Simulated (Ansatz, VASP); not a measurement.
**HfMoC2 in VASP and in Ansatz**

```
Hf Mo C
1.0
     3.25402    0.00000    0.00000
     0.00000    3.25402    0.00000
     0.00000    0.00000    4.57313
Hf Mo C
1 1 2
Direct
  0.00000 0.00000 0.00000
  0.50000 0.50000 0.50000
  0.50000 0.50000 0.00000
  0.00000 0.00000 0.50000
```

Alike in both runs: task single point; functional r2SCAN; k mesh 8 × 8 × 6; occupations fermi-dirac, width 0.05 eV; no spin polarisation.

|  | VASP | Ansatz |
| --- | --- | --- |
| version | VASP 6.6.1 | Ansatz 0.2.0 |
| potentials or method | VASP PAW PBE potentials, release 64 (Hf_pv, Mo_sv, C) | Ansatz PAW |
| plane-wave cutoff (eV) | 520 | 500 |
| valence electrons in the cell | 32 | 48 |

Ansatz gave:

```
gap on the k mesh at the Fermi level (eV)                     : none
pressure (GPa)                                                : -17.3
traceless stress, the component that is largest in VASP (GPa) : -2.70
```

Problem. Which values does VASP return?

Solution. gap on the k mesh at the Fermi level (eV): none; pressure (GPa): -17.6; traceless stress, the component that is largest in VASP (GPa): -2.65.

VASP's potentials were made for PBE, not for r2SCAN. A gap of «none» marks a metal or a gap that the smearing closes. VASP's potentials hold 32 valence electrons a cell and Ansatz's 48, so a difference there can come from the potentials and not from the codes.

Spin-orbit coupling is off throughout.
